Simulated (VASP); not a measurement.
Write the native input for VASP 6.6.1 that does the following.

| Property | Result |
| --- | --- |
| Task | single point |
| Functional | PBE |
| Potentials or basis | VASP PAW PBE potentials, release 64 (Al, Ru_pv) |
| Cutoff | 520 eV |
| k mesh | 20 × 20 × 20 |
| Occupations | gaussian, width 0.15 eV |
| Spin | no spin polarisation |
| Dipole correction | no |
| Further INCAR settings | ALGO = Fast; EDIFF = 1e-07; NBANDS = 16 |

The structure of AlRu lies in POSCAR:

```
AlRu
1.0
    3.0040847246      0.0000000000      0.0000000000
    0.0000000000      3.0040847246      0.0000000000
    0.0000000000      0.0000000000      3.0040847246
Al Ru
1 1
Direct
    0.0000000000      0.0000000000      0.0000000000
    0.5000000000      0.5000000000      0.5291270081
```

This cell differs from its parent crystal: all Ru atoms moved +0.087 Å, as atom 2 along Cartesian [0 0 1].

One way to write it, as run:

INCAR

```
PREC     = Accurate       # precision mode
ENCUT    = 520            # plane-wave cutoff, eV
EDIFF    = 1E-7           # SCF threshold, eV
ISMEAR   = 0              # smearing method
SIGMA    = 0.15           # smearing width, eV
LREAL    = F              # projectors in reciprocal space
LASPH    = T              # aspherical terms in the spheres
NELM     = 100            # most SCF steps
ALGO     = Fast           # electronic algorithm
ISIF     = 2              # what is computed and relaxed
LWAVE    = F              # write WAVECAR
LCHARG   = F              # write CHGCAR
GGA      = PE             # functional
NBANDS   = 16             # bands
```

KPOINTS

```
Automatic mesh
0
Gamma
  20 20 20
```

Potentials or basis: VASP PAW PBE potentials, release 64 (Al, Ru_pv).

Run with:

```console
$ cat potpaw_PBE.64/Al/POTCAR potpaw_PBE.64/Ru_pv/POTCAR > POTCAR
$ mpirun -np 1 vasp_std > vasp.out
```

Results of the run:

| Quantity | Value |
| --- | --- |
| Pressure | 0.5 GPa |
| Largest force | 0.652 eV/Å |
| Band gap on the k mesh | zero (an odd number of electrons rules out a gap without spin polarisation) |

Caveat: the cell differs from its parent crystal (all Ru atoms moved +0.087 Å, as atom 2 along Cartesian [0 0 1]).

It took 97 s on 1 thread of Intel(R) Xeon(R) 6975P-C (Granite Rapids), on a shared host, peak memory 0.39 GiB.
